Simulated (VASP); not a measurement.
# AsSe2: relaxation of cell and atoms with PBE

AsSe2:

```
As Se
1.0
     4.70732    0.00000    0.00000
    -2.35366    4.07666    0.00000
     0.00000    0.00000    3.25867
As Se
1 2
Cartesian
  0.0000 0.0000 0.0000
  0.0000 2.7178 1.6293
  2.3537 1.3589 1.6293
```

The cell was built from a structure type or drawn by symmetry, and may not be a known phase.

* Program: VASP 6.6.1
* Task: relaxation of cell and atoms
* Functional: PBE
* Potentials or basis: VASP PAW PBE potentials, release 64 (As, Se)
* Cutoff: 600 eV
* k mesh: 12 × 12 × 14
* Occupations: gaussian, width 0.1 eV
* Spin: no spin polarisation
* Dipole correction: no
* Further INCAR settings: ALGO = Normal; EDIFF = 1e-07; IBRION = 2; EDIFFG = -0.01; NSW = 100; ISIF = 3

```
Relaxed volume                        : 20.60 Å³/atom
Relaxed cell                          : a = 4.761 Å, b = 4.761 Å, c = 3.148 Å, α = 90.00°, β = 90.00°, γ = 120.00°
Space group after relaxing (to 0.1 Å) : P6/mmm (No. 191)
Energy gained by relaxing             : 1.5 meV/atom
Ionic steps                           : 8
Pressure after relaxing               : 0.0 GPa
```

The path:
| step | energy change (eV) | largest force (eV/Å) | pressure (GPa) | volume (Å³) |
| --- | --- | --- | --- | --- |
| 1 | 0.0000 | 0.0000 | 0.04 | 62.53 |
| 2 | -0.0011 | 0.0000 | -0.11 | 62.58 |
| 3 | -0.0022 | 0.0000 | -0.46 | 62.69 |
| 4 | -0.0031 | 0.0000 | -0.26 | 62.44 |
| 5 | -0.0039 | 0.0000 | 0.09 | 62.02 |
| 6 | -0.0039 | 0.0000 | 0.19 | 61.89 |
| 7 | -0.0042 | 0.0000 | 0.15 | 61.86 |
| 8 | -0.0045 | 0.0000 | 0.04 | 61.79 |

Final structure:
```yaml
crystal:
  lattice:
    - [4.76101, 0.00000, 0.00000]
    - [-2.38051, 4.12316, 0.00000]
    - [0.00000, 0.00000, 3.14769]
  atoms:
    - { symbol: As, position: [0.00000, 0.00000, 0.00000] }
    - { symbol: Se, position: [0.33333, 0.66667, 0.50000] }
    - { symbol: Se, position: [0.66667, 0.33333, 0.50000] }
```

Levels at points of the mesh, in eV from the Fermi level:
| k point | band 6 | band 7 | band 8 | band 9 | band 10 | band 11 |
| --- | --- | --- | --- | --- | --- | --- |
| (0.00, 0.00, 0.00) | -3.89 | -3.89 | -1.09 | 2.20 | 3.89 | 4.08 |
| (0.50, 0.00, 0.00) | -1.48 | 0.16 | 0.80 | 0.81 | 0.89 | 1.36 |
| (0.00, 0.00, 0.50) | -4.03 | -2.73 | -2.47 | -0.65 | -0.65 | -0.55 |
| (0.50, 0.00, 0.50) | -4.82 | -3.78 | -1.16 | 0.27 | 0.61 | 1.88 |

Run time: 3.9 min on 1 thread of Intel(R) Xeon(R) 6975P-C (Granite Rapids) (shared host), peak memory 0.32 GiB.

Caveat: the highest band is partly filled, so the run has too few bands.
